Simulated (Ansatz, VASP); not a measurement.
## One calculation of AlN, two programs

```xyz
8
Lattice="4.3397 0.0005 -0.0360 -0.0005 -4.4361 0.0724 0.0360 0.0724 -4.4121" Properties=species:S:1:pos:R:3 pbc="T T T"
Al    1.9711   -1.9781   -4.6671
Al    0.2212   -0.2746   -4.4407
Al   -0.0511   -2.3226   -2.2732
Al    2.3818    0.4633   -2.5698
N     3.3540   -3.3304   -3.2260
N     1.1107   -1.1270   -3.0836
N     0.8686   -3.5569   -0.8085
N     3.3414   -0.8188   -0.8827
```

Change from the starting cell: all atoms moved at random (sigma 0.3 Å a component), cell strained at random (sigma 0.01).

Alike in both runs: task single point; functional PBE; k mesh 6 × 6 × 6; occupations gaussian, width 0.05 eV; no spin polarisation.

|  | VASP | Ansatz |
| --- | --- | --- |
| version | VASP 6.6.1 | Ansatz 0.2.0 |
| potentials or method | VASP PAW PBE potentials, release 64 (Al, N), cutoff 520 eV | scalar-relativistic, plane waves, PAW |
| valence electrons in the cell | 32 | 32 |

|  | VASP | Ansatz | Ansatz less VASP |
| --- | --- | --- | --- |
| gap on the k mesh at the Fermi level (eV) | 1.30 | 1.31 | +0.010 |
| least direct gap on the mesh (eV) | 1.77 | 1.79 | +0.012 |
| pressure (GPa) | 39.7 | 39.8 | +0.17 |
| traceless stress, the component that is largest in VASP (GPa) | 34.66 | 34.71 | +0.047 |
| rms of the force components (eV/Å) | 8.959 | 9.024 | +0.0650 |

Atom by atom the forces differ by 0.104 eV/Å (rms over components). Both programs put the cell under a high pressure, so it lies far from rest at this level.
